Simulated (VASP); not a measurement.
Crystal: Ru.

```
CELL_PARAMETERS angstrom
2.72372 0.00000 0.00000
-1.36186 2.35881 0.00000
0.00000 0.00000 4.31026
ATOMIC_POSITIONS crystal
Ru 0.66667 0.33333 0.75000
Ru 0.33333 0.66667 0.25000
```

Base run:

```yaml
Program: VASP 6.6.1
Functional: RPBE
Potentials_or_basis: VASP PAW PBE potentials, release 64 (Ru_pv)
Cutoff: 520 eV
k_mesh: 11 × 11 × 6
Occupations: fermi-dirac, width 0.05 eV
Spin: no spin polarisation
```

Its results: band gap on the k mesh zero (band 14 reaches 14.00 eV, above the bottom of band 15 at 11.04 eV); pressure 2.6 GPa.

Task: After a change of settings the same cell gave: band gap on the k mesh zero (band 14 reaches 13.63 eV, above the bottom of band 15 at 10.65 eV); pressure -18.4 GPa. Which change was it?
A. functional from RPBE to r2SCAN
B. functional from RPBE to LDA; potentials or basis from VASP PAW PBE potentials, release 64 (Ru_pv) to VASP PAW LDA potentials, release 64 (Ru_pv)
C. functional from RPBE to SVWN5
D. functional from RPBE to BLYP; further incar settings from ALGO = Normal; EDIFF = 1e-07; NBANDS = 21 to ALGO = Fast; EDIFF = 1e-06; NBANDS = 21

Result: C.

SVWN5 binds more tightly than RPBE, so the same cell stands under less pressure.

Caveats: the PAW data sets were made with another functional, which shifts forces and pressure a little.
